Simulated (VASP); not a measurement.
# In (R-3m) in VASP: notebook, part 2 of 2

VASP 6.6.1. Earlier steps stand in the parts before.

## (5) Single point, PBEsol

This run uses another cell than the first one, of 26.42 Å³/atom, 1.064 times its volume.

Input file INCAR:

```
ALGO = Fast
EDIFF = 1E-6
ENCUT = 520
GGA = PS
ISIF = 2
ISMEAR = -1
LASPH = True
LCHARG = False
LREAL = False
LWAVE = False
NBANDS = 26
NELM = 80
PREC = Accurate
SIGMA = 0.05
```

Input file KPOINTS:

```
k-points
0
Gamma
  9 9 9
```

Input file POSCAR:

```
In
1.0
    1.6696368166      0.9639652655      8.2074632500
   -1.6696368166      0.9639652655      8.2074632500
    0.0000000000     -1.9279305310      8.2074632500
In
3
Direct
    0.2219877600      0.2219877600      0.2219877600
    0.7780122400      0.7780122400      0.7780122400
    0.0000000000      0.0000000000      0.0000000000
```

Potentials or basis: VASP PAW PBE potentials, release 64 (In_d).

Run with:

```sh
cat potpaw_PBE.64/In_d/POTCAR > POTCAR
mpirun -np 1 vasp_std > vasp.out
```

OUTCAR:

```text
EDIFF = 1E-6
   ENCUT = 520
   GGA = PS
   ISIF = 2
   ISMEAR = -1
   LASPH = True
   LREAL = False
   NELM = 80
   PREC = Accurate

 ion  position               nearest neighbor table
   1  0.222  0.222  0.222-   2 3.34   2 3.34   2 3.34   3 3.35   3 3.35   3 3.35
   2  0.778  0.778  0.778-   1 3.34   1 3.34   1 3.34   3 3.35   3 3.35   3 3.35
   3  0.000  0.000  0.000-   2 3.35   1 3.35   2 3.35   2 3.35   1 3.35   1 3.35

  LATTYP: Found a trigonal (rhomboedric) cell.
 ALAT       =     8.4308581492
 COS(alpha) =     0.9215612875

[... 195 lines left out ...]
      5      -7.2813      2.00000
      6      -7.2580      2.00000
[... 685 lines left out ...]
     25      13.7791      0.00000
     26      13.8747      0.00000

 [... further k-points ...]
[... 5 lines left out ...]
  --------------------------------------------------------------------------------------
  -------------------------------------------------------------------------------------
  Total       -0.4297834     -0.4297834     -0.7080862      0.0000000      0.0000000      0.0000000
  in kB       -8.6879356     -8.6879356    -14.3137405      0.0000000      0.0000000      0.0000000
  external PRESSURE =     -10.5632039 kB  Pullay stress =       0.0000000 kB

 VOLUME and BASIS-vectors are now :
 -----------------------------------------------------------------------------
  energy-cutoff  :      520.00
  volume of cell :       79.26
      direct lattice vectors                 reciprocal lattice vectors
     1.669636817  0.963965265  8.207463250     0.299466324  0.172896963  0.040613442
    -1.669636817  0.963965265  8.207463250    -0.299466324  0.172896963  0.040613442
     0.000000000 -1.927930531  8.207463250     0.000000000 -0.345793926  0.040613442

 POSITION                                       TOTAL-FORCE (eV/Angst)
 -----------------------------------------------------------------------------------
      0.00000      0.00000      5.46587         0.000000      0.000000     -0.023130
      0.00000      0.00000     19.15652         0.000000     -0.000000      0.023130
      0.00000      0.00000      0.00000         0.000000      0.000000      0.000000
 -----------------------------------------------------------------------------------
    total drift:                                0.000000      0.000000     -0.000000

  FREE ENERGIE OF THE ION-ELECTRON SYSTEM (eV)
  ---------------------------------------------------
  free  energy   TOTEN  =        -8.9116495293 eV

  energy  without entropy=       -8.8970888570  energy(sigma->0) =       -8.90436919
```

Wall time 11 min (1 thread of AMD EPYC 7R13 (Zen 3), shared host); peak memory 0.59 GiB.

What came out:

| Property | Result |
| --- | --- |
| Free energy | -8.9116 eV |
| Pressure | -1.1 GPa |
| Largest force | 0.023 eV/Å |

Forces in eV/Å, atoms in the order of the input:
```
In   0.000  0.000 -0.023
In   0.000  0.000  0.023
In   0.000  0.000  0.000
```

Levels at points of the mesh, in eV from the Fermi level:
```tsv
k point	band 17	band 18	band 19	band 20	band 21	band 22
(0.00, 0.00, 0.00)	-7.04	-7.02	0.49	0.51	8.74	8.74
```

Caveat: the PAW data sets were made with another functional, which shifts forces and pressure a little; spin-orbit coupling is left out, which moves the levels of the heavy elements.

## (6) Single point, PBEsol

This run uses another cell than the first one, of 26.95 Å³/atom, 1.085 times its volume.

Input file INCAR:

```
ALGO = Fast ; EDIFF = 1E-7
ENCUT = 520 ; GGA = PS
ISIF = 2 ; ISMEAR = -1
LASPH = True ; LCHARG = True
LELF = True ; LREAL = False
LVHAR = True ; LWAVE = False
NBANDS = 26 ; NELM = 80
PREC = Accurate ; SIGMA = 0.05
```

KPOINTS is that of step 5.

Input file POSCAR:

```
In
1.0
    1.6806943363      0.9703493275      8.2618188953
   -1.6806943363      0.9703493275      8.2618188953
    0.0000000000     -1.9406986550      8.2618188953
In
3
Direct
    0.2219877600      0.2219877600      0.2219877600
    0.7780122400      0.7780122400      0.7780122400
    0.0000000000      0.0000000000      0.0000000000
```

Potentials or basis: VASP PAW PBE potentials, release 64 (In_d).

Run with:

```sh
cat potpaw_PBE.64/In_d/POTCAR > POTCAR
mpirun -np 1 vasp_std > vasp.out
```

OUTCAR:

```text
EDIFF = 1E-7
   ENCUT = 520
   GGA = PS
   ISIF = 2
   ISMEAR = -1
   LASPH = True
   LREAL = False
   NELM = 80
   PREC = Accurate

 ion  position               nearest neighbor table
   1  0.222  0.222  0.222-   2 3.36   2 3.36   2 3.36   3 3.37   3 3.37   3 3.37
   2  0.778  0.778  0.778-   1 3.36   1 3.36   1 3.36   3 3.37   3 3.37   3 3.37
   3  0.000  0.000  0.000-   2 3.37   2 3.37   1 3.37   1 3.37   2 3.37   1 3.37

  LATTYP: Found a trigonal (rhomboedric) cell.
 ALAT       =     8.4866932741
 COS(alpha) =     0.9215612875

  Lattice vectors:

 A1 = (   1.6806943363,   0.9703493275,   8.2618188953)
 A2 = (  -1.6806943363,   0.9703493275,   8.2618188953)
 A3 = (   0.0000000000,  -1.9406986550,   8.2618188953)

Analysis of symmetry for initial positions (statically):
=====================================================================
 Subroutine PRICEL returns:
 Original cell was already a primitive cell.

 Routine SETGRP: Setting up the symmetry group for a
 trigonal (rhombohedral) supercell.

 Subroutine GETGRP returns: Found 12 space group operations
 (whereof 12 operations were pure point group operations)
 out of a pool of 12 trial point group operations.

The static configuration has the point symmetry D_3d.

Analysis of symmetry for dynamics (positions and initial velocities):
=====================================================================
 Subroutine PRICEL returns:
 Original cell was already a primitive cell.

 Routine SETGRP: Setting up the symmetry group for a
 trigonal (rhombohedral) supercell.

 Subroutine GETGRP returns: Found 12 space group operations
 (whereof 12 operations were pure point group operations)
 out of a pool of 12 trial point group operations.

The dynamic configuration has the point symmetry D_3d.

[... 108 lines left out ...]
   POTIM  = 0.5000    time-step for ionic-motion
   TEBEG  =    0.0;   TEEND  =   0.0 temperature during run
   PSTRESS=    0.0 pullay stress
   NELECT =      39.0000    total number of electrons
   NUPDOWN=      -1.0000    fix difference up-down
   EMIN   =  10.00;   EMAX   =-10.00  energy-range for DOS
   EFERMI =   0.00;   METHOD = LEGACY
   ISMEAR =    -1;   SIGMA  =   0.05  broadening in eV -4-tet -1-fermi 0-gaus
   EFERMI_NEDOS =   21; number of points for ismear=-14 and -15
   IALGO  =     68    algorithm
   IMIX   =      4    mixing-type and parameters
     AMIX     =   0.40;   BMIX     =  1.00
     AMIX_MAG =   1.60;   BMIX_MAG =  1.00
  volume/ion in A,a.u.               =      26.95       181.85
  Fermi-wavevector in a.u.,A,eV,Ry     =   1.283951  2.426316 22.429614  1.648530
  Thomas-Fermi vector in A             =   2.416174
   LORBIT       =      0    0 simple, 1 ext, 2 COOP (PROOUT), +10 PAW based schemes
   GGA     = PS    functional components
   LHFCALC =     F    Hartree Fock is set to
   AEXX    =    0.0000 exact exchange contribution
   IVDW    =     0    specifies the selected vdW correction
   LEPSILON=     F    determine dielectric tensor
   LRPA    =     F    only Hartree local field effects (RPA)
 non-spin polarized calculation
 RMM-DIIS sequential band-by-band and
  energy-cutoff  :      520.00
  volume of cell :       80.84
 maximum number of plane-waves:      2194
   NGX = 31   NGY = 31   NGZ = 31

 number of electron      38.9999997 magnetization

 Free energy of the ion-electron system (eV)
  ---------------------------------------------------
  ext. energy  EPLUGINS =         0.00000000
  ---------------------------------------------------
  free energy    TOTEN  =        -8.89741988 eV

  energy without entropy =       -8.88288316  energy(sigma->0) =       -8.89015152

 E-fermi :   7.0193     XC(G=0): -10.2652

 val. band max:        7.0084759627   @ k =  -0.2222  -0.2222   0.1111
 cond. band min:       7.0274016486   @ k =   0.2222   0.2222  -0.0000
 fundamental gap:      0.0189256858
 Fermi energy:         7.0192998984

 k-point     1 :       0.0000    0.0000    0.0000
  band No.  band energies     occupation
      1      -7.5272      2.00000
      2      -7.5199      2.00000
      3      -7.4850      2.00000
      4      -7.4802      2.00000
      5      -7.4802      2.00000
      6      -7.4575      2.00000
[... 685 lines left out ...]
     25      13.4581      0.00000
     26      13.5185      0.00000

 [... further k-points ...]
[... 5 lines left out ...]
  --------------------------------------------------------------------------------------
  -------------------------------------------------------------------------------------
  Total       -0.8633322     -0.8633322     -1.1334578      0.0000000     -0.0000000     -0.0000000
  in kB      -17.1097923    -17.1097923    -22.4632285      0.0000000     -0.0000000     -0.0000000
  external PRESSURE =     -18.8942710 kB  Pullay stress =       0.0000000 kB

 VOLUME and BASIS-vectors are now :
 -----------------------------------------------------------------------------
  energy-cutoff  :      520.00
  volume of cell :       80.84
      direct lattice vectors                 reciprocal lattice vectors
     1.680694336  0.970349328  8.261818895     0.297496094  0.171759450  0.040346241
    -1.680694336  0.970349328  8.261818895    -0.297496094  0.171759450  0.040346241
     0.000000000 -1.940698655  8.261818895     0.000000000 -0.343518900  0.040346241

 POSITION                                       TOTAL-FORCE (eV/Angst)
 -----------------------------------------------------------------------------------
      0.00000      0.00000      5.50207         0.000000     -0.000000     -0.029354
      0.00000      0.00000     19.28339         0.000000      0.000000      0.029354
      0.00000      0.00000      0.00000         0.000000     -0.000000      0.000000
 -----------------------------------------------------------------------------------
    total drift:                                0.000000      0.000000     -0.000000

  FREE ENERGIE OF THE ION-ELECTRON SYSTEM (eV)
  ---------------------------------------------------
  free  energy   TOTEN  =        -8.8974198820 eV

  energy  without entropy=       -8.8828831594  energy(sigma->0) =       -8.89015152
```

Run time: 14 min. Hardware: 1 thread of AMD EPYC 7R13 (Zen 3), shared host; peak memory 0.59 GiB.

Results:

```yaml
Free_energy: -8.8974 eV
Pressure: -1.9 GPa
Largest_force: 0.029 eV/Å
```

Forces on the atoms (eV/Å):
```
In   0.000  0.000 -0.029
In   0.000  0.000  0.029
In   0.000  0.000  0.000
```

Stress tensor (GPa, compression positive):
```
-1.71  0.00  0.00
 0.00 -1.71  0.00
 0.00  0.00 -2.25
```

Caveat: the PAW data sets were made with another functional, which shifts forces and pressure a little; spin-orbit coupling is left out, which moves the levels of the heavy elements.

## (7) The runs side by side

```tsv
cell	further INCAR settings	gap on the mesh (eV)	pressure (GPa)	largest force (eV/Å)
a = 8.259 Å, angles 22.8°, 3 atoms	ALGO = Fast; EDIFF = 1e-07; NBANDS = 26	none	1.6	-
a = 8.317 Å, angles 22.8°, 3 atoms	ALGO = Fast; EDIFF = 1e-06; NBANDS = 26	none	0.5	0.01
a = 8.374 Å, angles 22.8°, 3 atoms	ALGO = Fast; EDIFF = 1e-06; NBANDS = 26	none	-1.2	0.02
a = 8.431 Å, angles 22.8°, 3 atoms	ALGO = Fast; EDIFF = 1e-06; NBANDS = 26	none	-1.1	0.02
a = 8.487 Å, angles 22.8°, 3 atoms	ALGO = Fast; EDIFF = 1e-07; NBANDS = 26	none	-1.9	0.03
```

Alike in all rows: task single point; level PBEsol; potentials or basis VASP PAW PBE potentials, release 64 (In_d); no spin polarisation; k mesh 9 × 9 × 9; cutoff (eV) 520; smearing fermi-dirac 0.05 eV.

Caveats: the PAW data sets were made with another functional, which shifts forces and pressure a little; spin-orbit coupling is left out, which moves the levels of the heavy elements.

Total energies depend on the potentials used, so only differences within one code and one set of settings carry meaning.
